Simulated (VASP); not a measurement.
Input of a VASP 6.6.1 run:

Contents of POSCAR:

```
Al
1.0
   -1.5116577555      1.5116577555      1.6707796245
    1.5116577555     -1.5116577555      1.6707796245
    1.5116577555      1.5116577555     -1.6707796245
Al
1
Direct
    0.0000000000      0.0000000000      0.0000000000
```

Contents of INCAR.step1:

```
SYSTEM = Al
PREC     = Accurate       ! precision mode
ENCUT    = 520            ! plane-wave cutoff, eV
ISMEAR   = 0              ! smearing method
SIGMA    = 0.15           ! smearing width, eV
LREAL    = .FALSE.        ! projectors in reciprocal space
LASPH    = .TRUE.         ! aspherical terms in the spheres
NELM     = 60             ! most SCF steps
NBANDS   = 8              ! bands
GGA      = PE             ! functional
ALGO     = Normal         ! electronic algorithm
EDIFF    = 1E-4           ! SCF threshold, eV
LWAVE    = .TRUE.         ! write WAVECAR
LCHARG   = .FALSE.        ! write CHGCAR
```

INCAR.step2

```
SYSTEM = Al
PREC     = Accurate       ! precision mode
ENCUT    = 520            ! plane-wave cutoff, eV
EDIFF    = 1E-6           ! SCF threshold, eV
ISMEAR   = 0              ! smearing method
SIGMA    = 0.15           ! smearing width, eV
LREAL    = .FALSE.        ! projectors in reciprocal space
LASPH    = .TRUE.         ! aspherical terms in the spheres
NELM     = 60             ! most SCF steps
ALGO     = Normal         ! electronic algorithm
ISIF     = 2              ! what is computed and relaxed
LWAVE    = .FALSE.        ! write WAVECAR
LCHARG   = .TRUE.         ! write CHGCAR
METAGGA  = R2SCAN         ! meta-GGA
LMIXTAU  = .TRUE.       
LELF     = .TRUE.         ! ELF
LVHAR    = .TRUE.       
NBANDS   = 8              ! bands
ISTART   = 1
```

The input KPOINTS:

```
regular mesh
0
G
  20 20 20
  0 0 0
```

Potentials or basis: VASP PAW PBE potentials, release 64 (Al).

The run is started by

```console
$ cat potpaw_PBE.64/Al/POTCAR > POTCAR
$ cp INCAR.step1 INCAR
$ mpirun -np 1 vasp_std > vasp.out
$ cp INCAR.step2 INCAR
$ mpirun -np 1 vasp_std > vasp.out
```

(1) What does it give for the band gap on the k mesh?

(2) Estimate the pressure.

Answers

(1) zero (an odd number of electrons rules out a gap without spin polarisation).

(2) 5.1 GPa.

Caveat: the cell differs from its parent crystal (strain -0.050 along x and y, +0.050 along z); the cell stands under pressure; the PAW data sets were made with another functional, which shifts forces and pressure a little.
